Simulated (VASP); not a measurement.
# Na (Im-3m) in VASP: further runs

Runs on Na. Level: PBE. Tasks: single point.

All numbers are computed with VASP 6.6.1; they aren't measurements. Logs are shortened: lines on timing, memory, paths and dates and some standing lists are left out, and cuts for length are marked.

**1. The cell of the first run**

It takes space group Im-3m (No. 229, cubic). The conventional cell has a = 4.147 Å, b = 4.147 Å, c = 4.147 Å, α = 90.00°, β = 90.00°, γ = 90.00°. Na (site symmetry m-3m) has 14 Na at 3.59 to 4.15 Å within 4.7 Å.

**2. Single point, PBE (volume scaled by 0.97)**

The input, INCAR:

```
ALGO = Fast ; EDIFF = 1E-7
ENCUT = 520 ; GGA = PE
ISIF = 2 ; ISMEAR = 0
LASPH = True ; LCHARG = False
LREAL = False ; LWAVE = False
NBANDS = 10 ; NELM = 100
PREC = Accurate ; SIGMA = 0.1
```

The input, KPOINTS:

```
k-points
0
Gamma
  14 14 14
```

The input, POSCAR:

```
Na
1.0
   -2.0737449183      2.0737449183      2.0737449183
    2.0737449183     -2.0737449183      2.0737449183
    2.0737449183      2.0737449183     -2.0737449183
Na
1
Direct
    0.0000000000      0.0000000000      0.0000000000
```

Potentials or basis: VASP PAW PBE potentials, release 64 (Na_pv).

The run is started by

```bash
$ cat potpaw_PBE.64/Na_pv/POTCAR > POTCAR
$ mpirun -np 1 vasp_std > vasp.out
```

OUTCAR:

```text
EDIFF = 1E-7
   ENCUT = 520
   GGA = PE
   ISIF = 2
   ISMEAR = 0
   LASPH = True
   LREAL = False
   NELM = 100
   PREC = Accurate

 ion  position               nearest neighbor table
   1  0.000  0.000  0.000-

  LATTYP: Found a body centered cubic cell.
 ALAT       =     4.1474898366

  Lattice vectors:

 A1 = (  -2.0737449183,   2.0737449183,   2.0737449183)
 A2 = (   2.0737449183,  -2.0737449183,   2.0737449183)
 A3 = (   2.0737449183,   2.0737449183,  -2.0737449183)

Analysis of symmetry for initial positions (statically):
=====================================================================
 Subroutine PRICEL returns:
 Original cell was already a primitive cell.

 Routine SETGRP: Setting up the symmetry group for a
 body centered cubic supercell.

 Subroutine GETGRP returns: Found 48 space group operations
 (whereof 48 operations were pure point group operations)
 out of a pool of 48 trial point group operations.

The static configuration has the point symmetry O_h .

Analysis of symmetry for dynamics (positions and initial velocities):
=====================================================================
 Subroutine PRICEL returns:
 Original cell was already a primitive cell.

 Routine SETGRP: Setting up the symmetry group for a
 body centered cubic supercell.

 Subroutine GETGRP returns: Found 48 space group operations
 (whereof 48 operations were pure point group operations)
 out of a pool of 48 trial point group operations.

The dynamic configuration has the point symmetry O_h .

 Subroutine INISYM returns: Found 48 space group operations
 (whereof 48 operations are pure point group operations),
 and found     1 'primitive' translations

----------------------------------------------------------------------------------------

                                     Primitive cell

  volume of cell :      35.6719

  direct lattice vectors                    reciprocal lattice vectors
    -2.073744918  2.073744918  2.073744918     0.000000000  0.241109693  0.241109693
     2.073744918 -2.073744918  2.073744918     0.241109693  0.000000000  0.241109693
     2.073744918  2.073744918 -2.073744918     0.241109693  0.241109693  0.000000000

  length of vectors
     3.591831560  3.591831560  3.591831560     0.340980597  0.340980597  0.340980597

  position of ions in fractional coordinates (direct lattice)
     0.000000000  0.000000000  0.000000000

  ion indices of the primitive-cell ions
   primitive index   ion index
                 1           1

----------------------------------------------------------------------------------------

 KPOINTS: k-points

Automatic generation of k-mesh.
 Grid dimensions read from file:
 generate k-points for:   14   14   14

 Generating k-lattice:

  Cartesian coordinates                     Fractional coordinates (reciprocal lattice)
     0.000000000  0.017222121  0.017222121     0.071428571  0.000000000  0.000000000
     0.017222121  0.000000000  0.017222121     0.000000000  0.071428571  0.000000000
     0.017222121  0.017222121  0.000000000     0.000000000  0.000000000  0.071428571

  Length of vectors
     0.024355757  0.024355757  0.024355757

  Shift w.r.t. Gamma in fractional coordinates (k-lattice)
     0.000000000  0.000000000  0.000000000

 Subroutine IBZKPT returns following result:
 ===========================================

 Found    104 irreducible k-points:

 Following reciprocal coordinates:
            Coordinates               Weight
  0.000000  0.000000  0.000000      1.000000
  0.071429  0.000000  0.000000     12.000000
  0.142857  0.000000  0.000000     12.000000
  0.214286  0.000000  0.000000     12.000000
  0.285714  0.000000  0.000000     12.000000
  0.357143  0.000000  0.000000     12.000000
[... 16 lines left out ...]
  0.285714  0.285714  0.000000     24.000000
  0.357143  0.285714  0.000000     24.000000
 [... further k-points ...]
   k-points           NKPTS =    104   k-points in BZ     NKDIM =    104   number of bands    NBANDS=     10
   number of dos      NEDOS =    301   number of ions     NIONS =      1
   total plane-waves  NPLWV =  21952
   dimension x,y,z NGX =    28 NGY =   28 NGZ =   28
   dimension x,y,z NGXF=    56 NGYF=   56 NGZF=   56
   ions per type =               1
   NGX,Y,Z   is equivalent  to a cutoff of  12.96, 12.96, 12.96 a.u.
   NGXF,Y,Z  is equivalent  to a cutoff of  25.92, 25.92, 25.92 a.u.
 SYSTEM =  unknown system
   PREC   = accura    normal or accurate (medium, high low for compatibility)
   ISTART =      0    job   : 0-new  1-cont  2-samecut
   ICHARG =      2    charge: 1-file 2-atom 10-const
   ISPIN  =      1    spin polarized calculation?
   LNONCOLLINEAR =      F non collinear calculations
   LSORBIT =      F    spin-orbit coupling
   LASPH  =      T    aspherical Exc in radial PAW
   ENCUT  =  520.0 eV  38.22 Ry    6.18 a.u.   6.68  6.68  6.68*2*pi/ulx,y,z
   NELM   =    100;   NELMIN=  2; NELMDL= -5     # of ELM steps
   EDIFF  = 0.1E-06   stopping-criterion for ELM
   LREAL  =      F    real-space projection
   EDIFFG = 0.1E-05   stopping-criterion for IOM
   NSW    =      0    number of steps for IOM
   IBRION =     -1    ionic relax: 0-MD 1-quasi-New 2-CG
   NFREE  =      0    steps in history (QN), initial steepest desc. (CG)
   ISIF   =      2    stress and relaxation
   ISYM   =      2    0-nonsym 1-usesym 2-fastsym
   POTIM  = 0.5000    time-step for ionic-motion
   TEBEG  =    0.0;   TEEND  =   0.0 temperature during run
   PSTRESS=    0.0 pullay stress
   NELECT =       7.0000    total number of electrons
   NUPDOWN=      -1.0000    fix difference up-down
   EMIN   =  10.00;   EMAX   =-10.00  energy-range for DOS
   EFERMI =   0.00;   METHOD = LEGACY
   ISMEAR =     0;   SIGMA  =   0.10  broadening in eV -4-tet -1-fermi 0-gaus
   EFERMI_NEDOS =   21; number of points for ismear=-14 and -15
   IALGO  =     68    algorithm
   IMIX   =      4    mixing-type and parameters
     AMIX     =   0.40;   BMIX     =  1.00
     AMIX_MAG =   1.60;   BMIX_MAG =  1.00
  volume/ion in A,a.u.               =      35.67       240.73
  Fermi-wavevector in a.u.,A,eV,Ry     =   0.951332  1.797757 12.313720  0.905033
  Thomas-Fermi vector in A             =   2.079792
   LORBIT       =      0    0 simple, 1 ext, 2 COOP (PROOUT), +10 PAW based schemes
   GGA     = PE    functional components
   LHFCALC =     F    Hartree Fock is set to
   AEXX    =    0.0000 exact exchange contribution
   IVDW    =     0    specifies the selected vdW correction
   LEPSILON=     F    determine dielectric tensor
   LRPA    =     F    only Hartree local field effects (RPA)
 non-spin polarized calculation
 RMM-DIIS sequential band-by-band and
 Gauss-broadening in eV      SIGMA  =   0.10
  energy-cutoff  :      520.00
  volume of cell :       35.67
 maximum number of plane-waves:       976
   NGX = 13   NGY = 13   NGZ = 13

 number of electron       6.9999988 magnetization

 Free energy of the ion-electron system (eV)
  ---------------------------------------------------
  ext. energy  EPLUGINS =         0.00000000
  ---------------------------------------------------
  free energy    TOTEN  =        -1.31091593 eV

  energy without entropy =       -1.30792068  energy(sigma->0) =       -1.30941830

 E-fermi :   0.4178     XC(G=0):  -6.6033

 val. band max:        0.3905281593   @ k =  -0.3571   0.4286   0.1429
 cond. band min:       0.4729878560   @ k =   0.3571   0.0714   0.0714
 fundamental gap:      0.0824596967
 Fermi energy:         0.4177518266

 k-point     1 :       0.0000    0.0000    0.0000
  band No.  band energies     occupation
      1     -24.4308      2.00000
      2     -24.4308      2.00000
      3     -24.4308      2.00000
      4      -2.9180      2.00000
      5      12.4267      0.00000
      6      12.4267      0.00000
      7      12.4267      0.00000
      8      13.4491      0.00000
      9      13.4494      0.00000
     10      14.0235      0.00000

 k-point     2 :       0.0714    0.0000    0.0000
  band No.  band energies     occupation
      1     -24.4328      2.00000
      2     -24.4315      2.00000
      3     -24.4308      2.00000
      4      -2.8256      2.00000
      5      11.2174      0.00000
      6      11.8329      0.00000
      7      12.0886      0.00000
      8      12.7176      0.00000
      9      12.9221      0.00000
     10      14.4417      0.00000

 k-point     3 :       0.1429    0.0000    0.0000
  band No.  band energies     occupation
      1     -24.4385      2.00000
      2     -24.4334      2.00000
      3     -24.4308      2.00000
      4      -2.5494      2.00000
      5       9.3071      0.00000
      6      10.9610      0.00000
      7      11.4842      0.00000
      8      11.8755      0.00000
      9      12.6430      0.00000
     10      14.5500      0.00000

 k-point     4 :       0.2143    0.0000    0.0000
  band No.  band energies     occupation
      1     -24.4468      2.00000
      2     -24.4361      2.00000
      3     -24.4307      2.00000
      4      -2.0924      2.00000
      5       7.4685      0.00000
      6      10.1983      0.00000
      7      10.9185      0.00000
      8      11.1746      0.00000
      9      12.2282      0.00000
     10      14.8778      0.00000
[... 222 lines left out ...]
 k-point    22 :       0.3571    0.2143   -0.0000
  band No.  band energies     occupation
      1     -24.4657      2.00000
      2     -24.4502      2.00000
      3     -24.4350      2.00000
      4       1.3895      0.00000
      5       2.6784      0.00000
      6       5.1461      0.00000
      7       8.8322      0.00000
      8      12.1081      0.00000
      9      14.3761      0.00000
     10      15.2366      0.00000

 k-point    23 :       0.2857    0.2857    0.0000
  band No.  band energies     occupation
      1     -24.4634      2.00000
      2     -24.4525      2.00000
      3     -24.4355      2.00000
      4       1.3190      0.00000
      5       3.4151      0.00000
      6       4.2465      0.00000
      7       8.7464      0.00000
      8      12.7915      0.00000
      9      13.6274      0.00000
     10      15.6177      0.00000

 k-point    24 :       0.3571    0.2857    0.0000
  band No.  band energies     occupation
      1     -24.4618      2.00000
      2     -24.4555      2.00000
      3     -24.4358      2.00000
      4       2.1860      0.00000
      5       2.6173      0.00000
      6       3.9410      0.00000
      7       8.6629      0.00000
      8      12.9705      0.00000
      9      13.8838      0.00000
     10      15.0652      0.00000

 [... further k-points ...]

------------------------ aborting loop because EDIFF is reached ----------------------------------------

  FORCE on cell =-STRESS in cart. coord.  units (eV):
  Direction    XX          YY          ZZ          XY          YZ          ZX
  --------------------------------------------------------------------------------------
  -------------------------------------------------------------------------------------
  Total        0.0635028      0.0635028      0.0635028      0.0000000     -0.0000000      0.0000000
  in kB        2.8521846      2.8521846      2.8521846      0.0000000     -0.0000000      0.0000000
  external PRESSURE =       2.8521846 kB  Pullay stress =       0.0000000 kB

 VOLUME and BASIS-vectors are now :
 -----------------------------------------------------------------------------
  energy-cutoff  :      520.00
  volume of cell :       35.67
      direct lattice vectors                 reciprocal lattice vectors
    -2.073744918  2.073744918  2.073744918     0.000000000  0.241109693  0.241109693
     2.073744918 -2.073744918  2.073744918     0.241109693  0.000000000  0.241109693
     2.073744918  2.073744918 -2.073744918     0.241109693  0.241109693  0.000000000

 POSITION                                       TOTAL-FORCE (eV/Angst)
 -----------------------------------------------------------------------------------
      0.00000      0.00000      0.00000         0.000000      0.000000      0.000000
 -----------------------------------------------------------------------------------
    total drift:                               -0.000000     -0.000000     -0.000000

  FREE ENERGIE OF THE ION-ELECTRON SYSTEM (eV)
  ---------------------------------------------------
  free  energy   TOTEN  =        -1.3109159269 eV

  energy  without entropy=       -1.3079206758  energy(sigma->0) =       -1.30941830
```

Run time: 26 s. Hardware: 1 thread of Intel Xeon Platinum 8375C at 2.90GHz (Ice Lake), shared host; peak memory 0.16 GiB.

What came out:

```yaml
Free_energy: -1.3109 eV
Pressure: 0.3 GPa
```

Caveat: the cell differs from its parent crystal (volume scaled by 0.97).

**3. Single point, PBE**

This run uses another cell than the first one, of 36.78 Å³/atom, 1.031 times its volume.

The input, INCAR:

```
SYSTEM = Na
  ALGO = Normal
  EDIFF = 1E-6
  ENCUT = 520
  GGA = PE
  ISIF = 2
  ISMEAR = 0
  LASPH = .TRUE.
  LCHARG = .TRUE.
  LELF = .TRUE.
  LREAL = .FALSE.
  LVHAR = .TRUE.
  LWAVE = .FALSE.
  NBANDS = 10
  NELM = 100
  PREC = Accurate
  SIGMA = 0.1
```

The input, KPOINTS:

```
k-points
0
G
  14 14 14
  0 0 0
```

The input, POSCAR:

```
Na
1.0
   -2.0949070424      2.0949070424      2.0949070424
    2.0949070424     -2.0949070424      2.0949070424
    2.0949070424      2.0949070424     -2.0949070424
Na
1
Direct
    0.0000000000      0.0000000000      0.0000000000
```

Potentials or basis: VASP PAW PBE potentials, release 64 (Na_pv).

The run is started by

```bash
$ cat potpaw_PBE.64/Na_pv/POTCAR > POTCAR
$ mpirun -np 1 vasp_std > vasp.out
```

It took 20 s on 1 thread of Intel Xeon Platinum 8375C at 2.90GHz (Ice Lake), shared host; peak memory 0.16 GiB.

The run converged. Its results:

```
Free energy : -1.3121 eV
Pressure    : 0.0 GPa
```

Levels at points of the mesh, in eV from the Fermi level:
| k point | band 1 | band 2 | band 3 | band 4 | band 5 | band 6 | band 7 | band 8 |
| --- | --- | --- | --- | --- | --- | --- | --- | --- |
| (0.00, 0.00, 0.00) | -24.87 | -24.87 | -24.87 | -3.27 | 11.81 | 11.81 | 11.81 | 12.81 |
| (0.50, 0.00, 0.00) | -24.91 | -24.88 | -24.87 | 0.78 | 1.25 | 8.26 | 9.24 | 9.33 |
| (0.50, 0.50, 0.50) | -24.90 | -24.90 | -24.90 | 4.56 | 4.56 | 4.95 | 4.95 | 4.95 |

**4. Single point, PBE (volume scaled by 1.03)**

The input, INCAR:

```
SYSTEM = Na
PREC = Accurate
ENCUT = 520
EDIFF = 1E-6
ISMEAR = 0
SIGMA = 0.1
LREAL = .False.
LASPH = .True.
NELM = 100
ALGO = Normal
ISIF = 2
LWAVE = .False.
LCHARG = .False.
GGA = PE
NBANDS = 10
```

The input, KPOINTS:

```
regular mesh
0
Gamma
  14 14 14
  0 0 0
```

The input, POSCAR:

```
Na
1.0
   -2.1156500453      2.1156500453      2.1156500453
    2.1156500453     -2.1156500453      2.1156500453
    2.1156500453      2.1156500453     -2.1156500453
Na
1
Direct
    0.0000000000      0.0000000000      0.0000000000
```

The run is started by

```bash
$ cat potpaw_PBE.64/Na_pv/POTCAR > POTCAR
$ mpirun -np 1 vasp_std > vasp.out
```

Wall time 18 s (1 thread of Intel Xeon Platinum 8375C at 2.90GHz (Ice Lake), shared host); peak memory 0.17 GiB.

It converged, with:

| Quantity | Value |
| --- | --- |
| Free energy | -1.3117 eV |
| Pressure | -0.2 GPa |

Levels at points of the mesh, in eV from the Fermi level:
| k point | band 1 | band 2 | band 3 | band 4 | band 5 | band 6 | band 7 | band 8 |
| --- | --- | --- | --- | --- | --- | --- | --- | --- |
| (0.00, 0.00, 0.00) | -24.89 | -24.89 | -24.89 | -3.21 | 11.62 | 11.62 | 11.62 | 12.61 |
| (0.50, 0.00, 0.00) | -24.93 | -24.91 | -24.89 | 0.78 | 1.22 | 8.14 | 9.03 | 9.16 |
| (0.50, 0.50, 0.50) | -24.92 | -24.92 | -24.92 | 4.51 | 4.51 | 4.85 | 4.85 | 4.85 |

Caveat: the cell differs from its parent crystal (volume scaled by 1.03).

**5. Single point, PBE**

This run uses another cell than the first one, of 39.26 Å³/atom, 1.100 times its volume.

INCAR: that of step 4 with these lines changed.

```diff
@@ -3,3 +3,3 @@
 ENCUT = 520
-EDIFF = 1E-6
+EDIFF = 1E-7
 ISMEAR = 0
@@ -8,3 +8,3 @@
 LASPH = .True.
-NELM = 100
+NELM = 60
 ALGO = Normal
```

The input, KPOINTS:

```
Automatic mesh
0
Gamma
  14 14 14
  0 0 0
```

The input, POSCAR:

```
Na
1.0
   -2.1410000000      2.1410000000      2.1410000000
    2.1410000000     -2.1410000000      2.1410000000
    2.1410000000      2.1410000000     -2.1410000000
Na
1
Direct
    0.0000000000      0.0000000000      0.0000000000
```

The run is started by

```bash
$ cat potpaw_PBE.64/Na_pv/POTCAR > POTCAR
$ mpirun -np 1 vasp_std > vasp.out
```

Run time: 21 s. Hardware: 1 thread of Intel Xeon Platinum 8375C at 2.90GHz (Ice Lake), shared host; peak memory 0.16 GiB.

It converged, with:

* Free energy: -1.3091 eV
* Pressure: -0.4 GPa

Levels at points of the mesh, in eV from the Fermi level:
```csv
k point,band 1,band 2,band 3,band 4,band 5,band 6,band 7
"(0.00, 0.00, 0.00)",-24.92,-24.92,-24.92,-3.14,11.39,11.39,11.39
"(0.50, 0.00, 0.00)",-24.95,-24.93,-24.92,0.77,1.18,8.00,8.80
"(0.50, 0.50, 0.50)",-24.95,-24.95,-24.95,4.45,4.45,4.73,4.73
```

(Continued in part 2 of 2.)
